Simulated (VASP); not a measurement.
Input of a VASP 6.6.1 run:

File INCAR:

```
SYSTEM = Be
ALGO     = Fast           ! electronic algorithm
EDIFF    = 1E-6           ! SCF threshold, eV
ENCUT    = 520            ! plane-wave cutoff, eV
GGA      = PE             ! functional
ISIF     = 2              ! what is computed and relaxed
ISMEAR   = 0              ! smearing method
LASPH    = .TRUE.         ! aspherical terms in the spheres
LCHARG   = .FALSE.        ! write CHGCAR
LREAL    = .FALSE.        ! projectors in reciprocal space
LWAVE    = .FALSE.        ! write WAVECAR
NBANDS   = 18             ! bands
NELM     = 100            ! most SCF steps
PREC     = Accurate       ! precision mode
SIGMA    = 0.1            ! smearing width, eV
```

KPOINTS

```
k-points
0
G
  10 6 4
  0 0 0
```

File POSCAR:

```
Be
1.0
    1.0975596849     -1.9010291386      0.0000000000
   -3.2926790548     -1.9010291386      0.0000000000
    0.0000000000      0.0000000000     -8.4742376701
Be
8
Direct
    0.5000000000      0.8333333333      0.8926226884
    1.0000000000      0.3333333333      0.8926226884
    1.0000000000      0.6666666667      0.3926226884
    0.5000000000      0.1666666667      0.3926226884
    0.5000000000      0.8333333333      0.6073773116
    1.0000000000      0.3333333333      0.6073773116
    1.0000000000      0.6666666667      0.1073773116
    0.5000000000      0.1666666667      0.1073773116
```

Potentials or basis: VASP PAW PBE potentials, release 64 (Be).

Command:

```bash
$ cat potpaw_PBE.64/Be/POTCAR > POTCAR
$ mpirun -np 1 vasp_std > vasp.out
```

**Question.** What does it give for the band gap on the k mesh?

**Answer.** Zero (bands 8 and 9 overlap by 2.40 eV).

**Question.** What does it give for the largest force?

**Answer.** 0.029 eV/Å.

**Question.** Predict the pressure.

**Answer.** 0.3 GPa.

Forces on the atoms (eV/Å):
```
Be   0.009  0.005 -0.027
Be   0.009  0.005 -0.027
Be  -0.009 -0.005 -0.027
Be  -0.009 -0.005 -0.027
Be   0.009  0.005  0.027
Be   0.009  0.005  0.027
Be  -0.009 -0.005  0.027
Be  -0.009 -0.005  0.027
```
